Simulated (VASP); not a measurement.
# MgS (Fm-3m) in VASP: further runs

MgS is run at these levels: LDA, PBE+D3(BJ); tasks: single point.

Everything below comes from runs of VASP 6.6.1. Logs are shortened: lines on timing, memory, paths and dates and some standing lists are left out, and cuts for length are marked.

## Step 1: The cell of the first run

It takes space group Fm-3m (No. 225, cubic). Conventional cell: a = 5.095 Å, b = 5.095 Å, c = 5.095 Å, α = 90.00°, β = 90.00°, γ = 90.00°. Mg (site symmetry m-3m) has 6 S at 2.55 Å within 3.4 Å. S (site symmetry m-3m) has 6 Mg at 2.55 Å within 3.4 Å.

## Step 2: Single point, LDA (volume scaled by 0.98)

INCAR reads:

```
PREC = Accurate
ENCUT = 600
EDIFF = 1E-6
ISMEAR = 0
SIGMA = 0.05
LREAL = False
LASPH = True
NELM = 120
ALGO = Normal
ISIF = 2
LWAVE = False
LCHARG = False
GGA = CA
NBANDS = 11
GGA_COMPAT = False
```

KPOINTS reads:

```
Automatic mesh
0
Gamma
  8 8 8
```

POSCAR reads:

```
MgS
1.0
    0.0000000000      2.5475086843      2.5475086843
    2.5475086843      0.0000000000      2.5475086843
    2.5475086843      2.5475086843      0.0000000000
Mg S
1 1
Direct
    0.0000000000      0.0000000000      0.0000000000
    0.5000000000      0.5000000000      0.5000000000
```

Potentials or basis: VASP PAW LDA potentials, release 64 (Mg, S).

Run with:

```bash
cat potpaw_LDA.64/Mg/POTCAR potpaw_LDA.64/S/POTCAR > POTCAR
mpirun -np 1 vasp_std > vasp.out
```

OUTCAR:

```text
PREC = Accurate
   ENCUT = 600
   EDIFF = 1E-6
   ISMEAR = 0
   LREAL = False
   LASPH = True
   NELM = 120
   ISIF = 2
   GGA = CA

 ion  position               nearest neighbor table
   1  0.000  0.000  0.000-   2 2.55   2 2.55   2 2.55   2 2.55   2 2.55   2 2.55
   2  0.500  0.500  0.500-   1 2.55   1 2.55   1 2.55   1 2.55   1 2.55   1 2.55

  LATTYP: Found a face centered cubic cell.
 ALAT       =     5.0950173686

  Lattice vectors:

 A1 = (   0.0000000000,   2.5475086843,   2.5475086843)
 A2 = (   2.5475086843,   0.0000000000,   2.5475086843)
 A3 = (   2.5475086843,   2.5475086843,   0.0000000000)

Analysis of symmetry for initial positions (statically):
=====================================================================
 Subroutine PRICEL returns:
 Original cell was already a primitive cell.

 Routine SETGRP: Setting up the symmetry group for a
 face centered cubic supercell.

 Subroutine GETGRP returns: Found 48 space group operations
 (whereof 48 operations were pure point group operations)
 out of a pool of 48 trial point group operations.

The static configuration has the point symmetry O_h .

Analysis of symmetry for dynamics (positions and initial velocities):
=====================================================================
 Subroutine PRICEL returns:
 Original cell was already a primitive cell.

 Routine SETGRP: Setting up the symmetry group for a
 face centered cubic supercell.

 Subroutine GETGRP returns: Found 48 space group operations
 (whereof 48 operations were pure point group operations)
 out of a pool of 48 trial point group operations.

The dynamic configuration has the point symmetry O_h .

 Subroutine INISYM returns: Found 48 space group operations
 (whereof 48 operations are pure point group operations),
 and found     1 'primitive' translations

----------------------------------------------------------------------------------------

                                     Primitive cell

  volume of cell :      33.0656

  direct lattice vectors                    reciprocal lattice vectors
     0.000000000  2.547508684  2.547508684    -0.196270185  0.196270185  0.196270185
     2.547508684  0.000000000  2.547508684     0.196270185 -0.196270185  0.196270185
     2.547508684  2.547508684  0.000000000     0.196270185  0.196270185 -0.196270185

  length of vectors
     3.602721332  3.602721332  3.602721332     0.339949932  0.339949932  0.339949932

  position of ions in fractional coordinates (direct lattice)
     0.000000000  0.000000000  0.000000000
     0.500000000  0.500000000  0.500000000

  ion indices of the primitive-cell ions
   primitive index   ion index
                 1           1
                 2           2

----------------------------------------------------------------------------------------

 KPOINTS: Automatic mesh

Automatic generation of k-mesh.
 Grid dimensions read from file:
 generate k-points for:    8    8    8

 Generating k-lattice:

  Cartesian coordinates                     Fractional coordinates (reciprocal lattice)
    -0.024533773  0.024533773  0.024533773     0.125000000  0.000000000  0.000000000
     0.024533773 -0.024533773  0.024533773     0.000000000  0.125000000  0.000000000
     0.024533773  0.024533773 -0.024533773     0.000000000  0.000000000  0.125000000

  Length of vectors
     0.042493741  0.042493741  0.042493741

  Shift w.r.t. Gamma in fractional coordinates (k-lattice)
     0.000000000  0.000000000  0.000000000

 Subroutine IBZKPT returns following result:
 ===========================================

 Found     29 irreducible k-points:

 Following reciprocal coordinates:
            Coordinates               Weight
  0.000000  0.000000  0.000000      1.000000
  0.125000  0.000000  0.000000      8.000000
  0.250000  0.000000  0.000000      8.000000
  0.375000  0.000000  0.000000      8.000000
  0.500000  0.000000  0.000000      4.000000
  0.125000  0.125000  0.000000      6.000000
[... 16 lines left out ...]
  0.500000  0.250000  0.125000     48.000000
 -0.375000  0.250000  0.125000     24.000000
 [... further k-points ...]
   k-points           NKPTS =     29   k-points in BZ     NKDIM =     29   number of bands    NBANDS=     11
   number of dos      NEDOS =    301   number of ions     NIONS =      2
   total plane-waves  NPLWV =  27000
   dimension x,y,z NGX =    30 NGY =   30 NGZ =   30
   dimension x,y,z NGXF=    60 NGYF=   60 NGZF=   60
   ions per type =               1   1
   NGX,Y,Z   is equivalent  to a cutoff of  13.84, 13.84, 13.84 a.u.
   NGXF,Y,Z  is equivalent  to a cutoff of  27.69, 27.69, 27.69 a.u.
 SYSTEM =  unknown system
   PREC   = accura    normal or accurate (medium, high low for compatibility)
   ISTART =      0    job   : 0-new  1-cont  2-samecut
   ICHARG =      2    charge: 1-file 2-atom 10-const
   ISPIN  =      1    spin polarized calculation?
   LNONCOLLINEAR =      F non collinear calculations
   LSORBIT =      F    spin-orbit coupling
   LASPH  =      T    aspherical Exc in radial PAW
   ENCUT  =  600.0 eV  44.10 Ry    6.64 a.u.   7.20  7.20  7.20*2*pi/ulx,y,z
   NELM   =    120;   NELMIN=  2; NELMDL= -5     # of ELM steps
   EDIFF  = 0.1E-05   stopping-criterion for ELM
   LREAL  =      F    real-space projection
   EDIFFG = 0.1E-04   stopping-criterion for IOM
   NSW    =      0    number of steps for IOM
   IBRION =     -1    ionic relax: 0-MD 1-quasi-New 2-CG
   NFREE  =      0    steps in history (QN), initial steepest desc. (CG)
   ISIF   =      2    stress and relaxation
   ISYM   =      2    0-nonsym 1-usesym 2-fastsym
   POTIM  = 0.5000    time-step for ionic-motion
   TEBEG  =    0.0;   TEEND  =   0.0 temperature during run
   PSTRESS=    0.0 pullay stress
   NELECT =       8.0000    total number of electrons
   NUPDOWN=      -1.0000    fix difference up-down
   EMIN   =  10.00;   EMAX   =-10.00  energy-range for DOS
   EFERMI =   0.00;   METHOD = LEGACY
   ISMEAR =     0;   SIGMA  =   0.05  broadening in eV -4-tet -1-fermi 0-gaus
   EFERMI_NEDOS =   21; number of points for ismear=-14 and -15
   IALGO  =     38    algorithm
   IMIX   =      4    mixing-type and parameters
     AMIX     =   0.40;   BMIX     =  1.00
     AMIX_MAG =   1.60;   BMIX_MAG =  1.00
  volume/ion in A,a.u.               =      16.53       111.57
  Fermi-wavevector in a.u.,A,eV,Ry     =   1.020107  1.927723 14.158478  1.040619
  Thomas-Fermi vector in A             =   2.153658
   LORBIT       =      0    0 simple, 1 ext, 2 COOP (PROOUT), +10 PAW based schemes
   GGA     = CA    functional components
   LHFCALC =     F    Hartree Fock is set to
   AEXX    =    0.0000 exact exchange contribution
   IVDW    =     0    specifies the selected vdW correction
   LEPSILON=     F    determine dielectric tensor
   LRPA    =     F    only Hartree local field effects (RPA)
 non-spin polarized calculation
 Gauss-broadening in eV      SIGMA  =   0.05
  energy-cutoff  :      600.00
  volume of cell :       33.07
 maximum number of plane-waves:      1124
 NGX is ok and might be reduce to    30
   NGX = 15   NGY = 15   NGZ = 15

 number of electron       8.0000001 magnetization

 Free energy of the ion-electron system (eV)
  ---------------------------------------------------
  ext. energy  EPLUGINS =         0.00000000
  ---------------------------------------------------
  free energy    TOTEN  =        -9.59119126 eV

  energy without entropy =       -9.59119126  energy(sigma->0) =       -9.59119126

 E-fermi :   4.4321     XC(G=0): -10.2499

 val. band max:        4.1684171434   @ k =   0.0000   0.0000   0.0000
 cond. band min:       6.8591248502   @ k =   0.5000   0.5000   0.0000
 fundamental gap:      2.6907077068
 Fermi energy:         4.4320916593

 k-point     1 :       0.0000    0.0000    0.0000
  band No.  band energies     occupation
      1      -8.8492      2.00000
      2       4.1684      2.00000
      3       4.1684      2.00000
      4       4.1684      2.00000
      5       8.1759      0.00000
      6      11.9571      0.00000
      7      11.9571      0.00000
      8      11.9571      0.00000
      9      14.4966      0.00000
     10      14.4966      0.00000
     11      16.6667      0.00000

 k-point     2 :       0.1250    0.0000    0.0000
  band No.  band energies     occupation
      1      -8.6802      2.00000
      2       3.0500      2.00000
      3       4.0517      2.00000
      4       4.0517      2.00000
      5       8.9582      0.00000
      6      11.6931      0.00000
      7      12.2352      0.00000
      8      12.2352      0.00000
      9      13.8626      0.00000
     10      13.8626      0.00000
     11      17.0411      0.00000

 k-point     3 :       0.2500    0.0000    0.0000
  band No.  band energies     occupation
      1      -8.2181      2.00000
      2       1.1494      2.00000
      3       3.8000      2.00000
      4       3.8000      2.00000
      5       9.1708      0.00000
      6      11.9035      0.00000
      7      11.9035      0.00000
      8      12.6875      0.00000
      9      14.4470      0.00000
     10      14.4470      0.00000
     11      16.2063      0.00000

 k-point     4 :       0.3750    0.0000    0.0000
  band No.  band energies     occupation
      1      -7.6406      2.00000
      2      -0.4366      2.00000
      3       3.5809      2.00000
      4       3.5809      2.00000
      5       8.7943      0.00000
      6      11.2319      0.00000
      7      11.2319      0.00000
      8      14.3889      0.00000
      9      15.8204      0.00000
     10      16.5033      0.00000
     11      16.5033      0.00000
[... 239 lines left out ...]
 k-point    22 :       0.3750    0.2500    0.1250
  band No.  band energies     occupation
      1      -7.8529      2.00000
      2       0.8709      2.00000
      3       2.5381      2.00000
      4       3.4048      2.00000
      5      10.0440      0.00000
      6      10.4855      0.00000
      7      11.3184      0.00000
      8      13.4893      0.00000
      9      14.3271      0.00000
     10      17.3224      0.00000
     11      19.2788      0.00000

 k-point    23 :       0.5000    0.2500    0.1250
  band No.  band energies     occupation
      1      -7.3600      2.00000
      2      -0.0759      2.00000
      3       1.9517      2.00000
      4       3.0557      2.00000
      5       9.7685      0.00000
      6      10.5342      0.00000
      7      11.9806      0.00000
      8      13.3021      0.00000
      9      16.0035      0.00000
     10      18.6369      0.00000
     11      19.3231      0.00000

 k-point    24 :      -0.3750    0.2500    0.1250
  band No.  band energies     occupation
      1      -7.1184      2.00000
      2      -0.5283      2.00000
      3       1.7993      2.00000
      4       2.8788      2.00000
      5       9.7054      0.00000
      6      10.2514      0.00000
      7      12.6306      0.00000
      8      13.7605      0.00000
      9      16.5491      0.00000
     10      17.7584      0.00000
     11      19.9118      0.00000

 [... further k-points ...]

------------------------ aborting loop because EDIFF is reached ----------------------------------------

  FORCE on cell =-STRESS in cart. coord.  units (eV):
  Direction    XX          YY          ZZ          XY          YZ          ZX
  --------------------------------------------------------------------------------------
  -------------------------------------------------------------------------------------
  Total        0.2396055      0.2396055      0.2396055      0.0000000      0.0000000      0.0000000
  in kB       11.6099520     11.6099520     11.6099520      0.0000000      0.0000000      0.0000000
  external PRESSURE =      11.6099520 kB  Pullay stress =       0.0000000 kB

 VOLUME and BASIS-vectors are now :
 -----------------------------------------------------------------------------
  energy-cutoff  :      600.00
  volume of cell :       33.07
      direct lattice vectors                 reciprocal lattice vectors
     0.000000000  2.547508684  2.547508684    -0.196270185  0.196270185  0.196270185
     2.547508684  0.000000000  2.547508684     0.196270185 -0.196270185  0.196270185
     2.547508684  2.547508684  0.000000000     0.196270185  0.196270185 -0.196270185

 POSITION                                       TOTAL-FORCE (eV/Angst)
 -----------------------------------------------------------------------------------
      0.00000      0.00000      0.00000        -0.000000     -0.000000      0.000000
      2.54751      2.54751      2.54751         0.000000      0.000000     -0.000000
 -----------------------------------------------------------------------------------
    total drift:                               -0.000000     -0.000000      0.000000

  FREE ENERGIE OF THE ION-ELECTRON SYSTEM (eV)
  ---------------------------------------------------
  free  energy   TOTEN  =        -9.5911912648 eV

  energy  without entropy=       -9.5911912648  energy(sigma->0) =       -9.59119126
```

It took 26 s on 1 thread of Intel Xeon 8259CL, shared host; peak memory 0.15 GiB.

What came out:

```yaml
Free_energy: -9.5912 eV
Pressure: 1.2 GPa
Band_gap_on_the_k_mesh: 2.69 eV, indirect (least direct gap 4.01 eV)
```

Levels at points of the mesh, in eV from the valence-band top:
```csv
k point,band 1,band 2,band 3,band 4,band 5,band 6,band 7,band 8,band 9
"(0.00, 0.00, 0.00)",-13.02,0.00,0.00,0.00,4.01,7.79,7.79,7.79,10.33
"(0.50, 0.00, 0.00)",-11.51,-5.25,-0.67,-0.67,4.47,6.81,6.81,10.52,12.31
"(0.50, 0.50, 0.00)",-11.08,-4.59,-1.86,-1.86,2.69,4.05,12.42,12.93,13.75
```

 A k mesh can miss the band edges.

## Step 3: Single point, LDA (volume scaled by 1.02)

INCAR reads:

```
ALGO = Normal
EDIFF = 1E-6
ENCUT = 600
GGA = CA
GGA_COMPAT = F
ISIF = 2
ISMEAR = 0
LASPH = T
LCHARG = F
LREAL = F
LWAVE = F
NBANDS = 11
NELM = 120
PREC = Accurate
SIGMA = 0.05
```

KPOINTS reads:

```
k-points
0
Gamma
  8 8 8
```

POSCAR reads:

```
MgS
1.0
    0.0000000000      2.5817075126      2.5817075126
    2.5817075126      0.0000000000      2.5817075126
    2.5817075126      2.5817075126      0.0000000000
Mg S
1 1
Direct
    0.0000000000      0.0000000000      0.0000000000
    0.5000000000      0.5000000000      0.5000000000
```

Potentials or basis: VASP PAW LDA potentials, release 64 (Mg, S).

Run with:

```bash
cat potpaw_LDA.64/Mg/POTCAR potpaw_LDA.64/S/POTCAR > POTCAR
mpirun -np 1 vasp_std > vasp.out
```

Run time: 24 s. Hardware: 1 thread of Intel Xeon 8259CL, shared host; peak memory 0.15 GiB.

It converged, with:

```
Free energy            : -9.5867 eV
Pressure               : -2.2 GPa
Band gap on the k mesh : 2.61 eV, indirect (least direct gap 3.68 eV)
```

Levels at points of the mesh, in eV from the valence-band top:
| k point | band 2 | band 3 | band 4 | band 5 | band 6 | band 7 |
| --- | --- | --- | --- | --- | --- | --- |
| (0.00, 0.00, 0.00) | 0.00 | 0.00 | 0.00 | 3.68 | 7.82 | 7.82 |
| (0.50, 0.00, 0.00) | -5.03 | -0.62 | -0.62 | 4.41 | 6.77 | 6.77 |
| (0.50, 0.50, 0.00) | -4.38 | -1.76 | -1.76 | 2.61 | 4.18 | 12.02 |

 A k mesh can miss the band edges.

## Step 4: Single point, LDA (volume scaled by 0.96)

INCAR reads:

```
SYSTEM = MgS
PREC     = Accurate       ! precision mode
ENCUT    = 600            ! plane-wave cutoff, eV
EDIFF    = 1E-6           ! SCF threshold, eV
ISMEAR   = 0              ! smearing method
SIGMA    = 0.05           ! smearing width, eV
LREAL    = .False.        ! projectors in reciprocal space
LASPH    = .True.         ! aspherical terms in the spheres
NELM     = 120            ! most SCF steps
ALGO     = Normal         ! electronic algorithm
ISIF     = 2              ! what is computed and relaxed
LWAVE    = .False.        ! write WAVECAR
LCHARG   = .False.        ! write CHGCAR
NBANDS   = 11             ! bands
GGA_COMPAT= .False.
```

KPOINTS reads:

```
Automatic mesh
0
Gamma
  8 8 8
  0 0 0
```

POSCAR reads:

```
MgS
1.0
    0.0000000000      2.5300594471      2.5300594471
    2.5300594471      0.0000000000      2.5300594471
    2.5300594471      2.5300594471      0.0000000000
Mg S
1 1
Direct
    0.0000000000      0.0000000000      0.0000000000
    0.5000000000      0.5000000000      0.5000000000
```

Run with:

```bash
cat potpaw_LDA.64/Mg/POTCAR potpaw_LDA.64/S/POTCAR > POTCAR
mpirun -np 1 vasp_std > vasp.out
```

Wall time 23 s (1 thread of Intel Xeon 8259CL, shared host); peak memory 0.15 GiB.

It converged, with:

```
Free energy            : -9.5822 eV
Pressure               : 3.1 GPa
Band gap on the k mesh : 2.73 eV, indirect (least direct gap 4.19 eV)
```

Levels at points of the mesh, in eV from the valence-band top:
```
           k point  band 1  band 2  band 3  band 4  band 5  band 6  band 7  band 8  band 9
(0.00, 0.00, 0.00)  -13.15    0.00    0.00    0.00    4.19    7.77    7.77    7.77   10.35
(0.50, 0.00, 0.00)  -11.59   -5.37   -0.70   -0.70    4.50    6.83    6.83   10.74   12.45
(0.50, 0.50, 0.00)  -11.14   -4.71   -1.91   -1.91    2.73    3.98   12.63   12.99   13.97
```

(Continued in part 2 of 2.)
